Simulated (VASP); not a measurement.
A run of VASP 6.6.1 is set up as follows.

INCAR

```
SYSTEM = WS2
ALGO = Normal
EDIFF = 1E-7
ENCUT = 520
GGA = PS
ISIF = 2
ISMEAR = 0
LASPH = .True.
LCHARG = .False.
LREAL = .False.
LWAVE = .False.
NBANDS = 20
NELM = 100
PREC = Accurate
SIGMA = 0.05
```

File KPOINTS:

```
k-points
0
Gamma
  12 12 12
  0 0 0
```

POSCAR

```
WS2
1.0
    1.6421603996      0.9481017488      6.1633300000
   -1.6421603996      0.9481017488      6.1633300000
    0.0000000000     -1.8962034976      6.1633300000
W S
1 2
Direct
    0.0000000000      0.0000000000      0.0000000000
    0.7503000000      0.7503000000      0.7503000000
    0.5810000000      0.5810000000      0.5810000000
```

Potentials or basis: VASP PAW PBE potentials, release 64 (W_sv, S).

Command:

```console
$ cat potpaw_PBE.64/W_sv/POTCAR potpaw_PBE.64/S/POTCAR > POTCAR
$ mpirun -np 1 vasp_std > vasp.out
```

(1) Estimate the pressure.

(2) Predict the largest force.

Answers

(1) -11.2 GPa.

(2) 1.082 eV/Å.

Caveat: the cell differs from its parent crystal (strain +0.040 along x and y, +0.000 along z); the cell stands under tension; the PAW data sets were made with another functional, which shifts forces and pressure a little.
